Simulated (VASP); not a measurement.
Wanted: the native input for a VASP 6.6.1 run.

```
Task                   : relaxation of cell and atoms
Functional             : PBE
Potentials or basis    : VASP PAW PBE potentials, release 64 (Be, Se)
Cutoff                 : 600 eV
k mesh                 : 12 × 12 × 14
Occupations            : gaussian, width 0.1 eV
Spin                   : no spin polarisation
Dipole correction      : no
Further INCAR settings : ALGO = Normal; EDIFF = 1e-06; IBRION = 2; EDIFFG = -0.01; NSW = 100; ISIF = 3
```

The structure of Be2Se lies in POSCAR:

```
Be2Se
1.0
    3.6615232246     -0.0000000024      0.0000000000
   -1.8307616102      3.1709721303      0.0000000000
    0.0000000000      0.0000000000      3.4382843979
Be Se
2 1
Direct
    0.6666666667      0.3333333333      0.5000000000
    0.3333333333      0.6666666667      0.5000000000
    0.0000000000      0.0000000000      0.0000000000
```

The cell was built from a structure type or drawn by symmetry, and may not be a known phase.

The input as run:

INCAR

```
SYSTEM = Be2Se
PREC = Accurate
ENCUT = 600
EDIFF = 1E-6
ISMEAR = 0
SIGMA = 0.1
LREAL = .False.
LASPH = .True.
NELM = 60
ALGO = Normal
ISIF = 3
LWAVE = .False.
LCHARG = .False.
GGA = PE
IBRION = 2
NSW = 100
EDIFFG = -0.01
```

KPOINTS

```
Automatic mesh
0
Gamma
  12 12 14
  0 0 0
```

Potentials or basis: VASP PAW PBE potentials, release 64 (Be, Se).

Launch:

```bash
$ cat potpaw_PBE.64/Be/POTCAR potpaw_PBE.64/Se/POTCAR > POTCAR
$ mpirun -np 1 vasp_std > vasp.out
```

Results of the run:

```
Relaxed volume                        : 13.32 Å³/atom
Relaxed cell                          : a = 3.665 Å, b = 3.665 Å, c = 3.436 Å, α = 90.00°, β = 90.00°, γ = 120.00°
Space group after relaxing (to 0.1 Å) : P6/mmm (No. 191)
Energy gained by relaxing             : 0.0 meV/atom
Ionic steps                           : 2
Pressure after relaxing               : 0.0 GPa
Band gap on the k mesh                : zero (bands 5 and 6 overlap by 4.37 eV)
```

Wall time 31 s on 1 thread of Intel(R) Xeon(R) 6975P-C (Granite Rapids) (shared host), peak memory 0.22 GiB.
